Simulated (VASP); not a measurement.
Input of a VASP 6.6.1 run:

The input INCAR:

```
PREC = Accurate
ENCUT = 520
EDIFF = 1E-6
ISMEAR = -1
SIGMA = 0.05
LREAL = F
LASPH = T
NELM = 150
ALGO = Normal
ISIF = 2
LWAVE = F
LCHARG = F
ISPIN = 2
MAGMOM = 0 0 3 3 0 0 0 0 0
LORBIT = 11
LMAXMIX = 4
GGA = PE
IVDW = 13
NBANDS = 47
```

The input KPOINTS:

```
regular mesh
0
Gamma
  6 6 1
```

Contents of POSCAR:

```
CsLiCr2Te2S3
1.0
    3.5591147419      0.0000000000      0.0000000000
   -1.7795573709      3.0822837815      0.0000000000
    0.0000000000      0.0000000000     17.8469714573
Cs Li Cr Te S
1 1 2 2 3
Direct
    0.0000000000      0.0000000000      0.3870355148
    0.6666666667      0.3333333333      0.0103227482
    0.0000000000      0.0000000000      0.8556690930
    0.3333333333      0.6666666667      0.1694612367
    0.3333333333      0.6666666667      0.5620576572
    0.6666666667      0.3333333333      0.7565140026
    0.0000000000      0.0000000000      0.0969626317
    0.3333333333      0.6666666667      0.9222480713
    0.6666666667      0.3333333333      0.2397390446
```

Potentials or basis: VASP PAW PBE potentials, release 64 (Cs_sv, Li_sv, Cr_pv, Te, S).

Launch:

```sh
$ cat potpaw_PBE.64/Cs_sv/POTCAR potpaw_PBE.64/Li_sv/POTCAR potpaw_PBE.64/Cr_pv/POTCAR potpaw_PBE.64/Te/POTCAR potpaw_PBE.64/S/POTCAR > POTCAR
$ mpirun -np 1 vasp_std > vasp.out
```

Task: Estimate the net moment.

Result: 5.68 μB per cell.

Task: Predict the largest force.

Result: 0.014 eV/Å.

Forces in eV/Å, atoms in the order of the input:
```
Cs   0.000  0.000  0.006
Li   0.000  0.000  0.001
Cr   0.000  0.000 -0.005
Cr   0.000  0.000 -0.003
Te   0.000  0.000  0.014
Te   0.000  0.000 -0.009
S    0.000  0.000 -0.001
S    0.000  0.000  0.010
S    0.000  0.000 -0.014
```

Caveat: only a ferromagnetic start was run, and an antiferromagnetic order may lie lower in energy.
